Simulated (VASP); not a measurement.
**Cu3Ge: single point with PBEsol**

The system is Cu3Ge.

```xyz
16
Lattice="5.8085 0.2176 -0.1414 0.2176 6.0344 -0.1031 -0.1414 -0.1031 6.2615" Properties=species:S:1:pos:R:3 pbc="T T T"
Cu    3.0705    5.5819    5.7268
Cu    4.3508    3.8503    4.2729
Cu    1.3857    3.6627    4.4406
Cu    4.5326    3.6675    0.5194
Cu    5.8194    5.3266    5.5329
Cu    4.9095    1.1647    4.0638
Cu    4.4621    1.1496   -0.0224
Cu    2.5266    2.0677    5.7364
Cu    2.8459    2.5201    2.6368
Cu    1.3529    0.9430    4.2695
Cu    2.0128    4.2786    1.0111
Cu    0.2382    2.5988    5.9290
Ge    0.0110    2.2507    2.3304
Ge    2.7464    4.9971    3.0958
Ge    5.3903    4.9975    2.3690
Ge    1.2769    0.5680    0.8502
```

| Property | Result |
| --- | --- |
| Program | VASP 6.6.1 |
| Task | single point |
| Functional | PBEsol |
| Potentials or basis | VASP PAW PBE potentials, release 64 (Cu, Ge_d) |
| Cutoff | 520 eV |
| k mesh | 1 × 1 × 1, shifted |
| Occupations | fermi-dirac, width 0.1663 eV |
| Spin | no spin polarisation |

| Property | Result |
| --- | --- |
| Pressure | 5.8 GPa |
| Largest force | 3.775 eV/Å |
| Band gap on the k mesh | 0.38 eV |

Forces on the atoms (eV/Å):
```
Cu  -0.639 -1.846 -1.245
Cu   0.387 -0.839  0.681
Cu   0.545  0.540 -1.479
Cu  -3.424  1.039  1.205
Cu   0.075 -0.837 -0.333
Cu  -1.252  0.092 -1.048
Cu   2.412  1.330  2.371
Cu   0.189  2.043  0.736
Cu  -0.032 -0.257 -0.150
Cu   0.378 -0.959 -1.108
Cu  -0.418 -1.036 -0.334
Cu   1.104 -1.915  0.020
Ge   0.286 -0.708  0.478
Ge   0.077  1.482  0.075
Ge   0.553  1.210  0.477
Ge  -0.242  0.663 -0.346
```

Stress tensor (GPa, compression positive):
```
7.88 1.20 1.91
1.20 3.97 2.41
1.91 2.41 5.56
```

Levels at points of the mesh, in eV from the valence-band top:
```csv
k point,band 92,band 93,band 94,band 95,band 96,band 97
"(0.25, 0.25, 0.25)",-0.58,-0.31,0.00,0.38,0.80,1.13
```

Run time: 2.2 min on 1 thread of Intel(R) Xeon(R) Platinum 8259CL CPU @ 2.50GHz (Skylake/Cascade Lake) (shared host), peak memory 0.33 GiB.

Caveat: the k points lie up to 1.08 Å⁻¹ apart; the PAW data sets were made with another functional, which shifts forces and pressure a little.
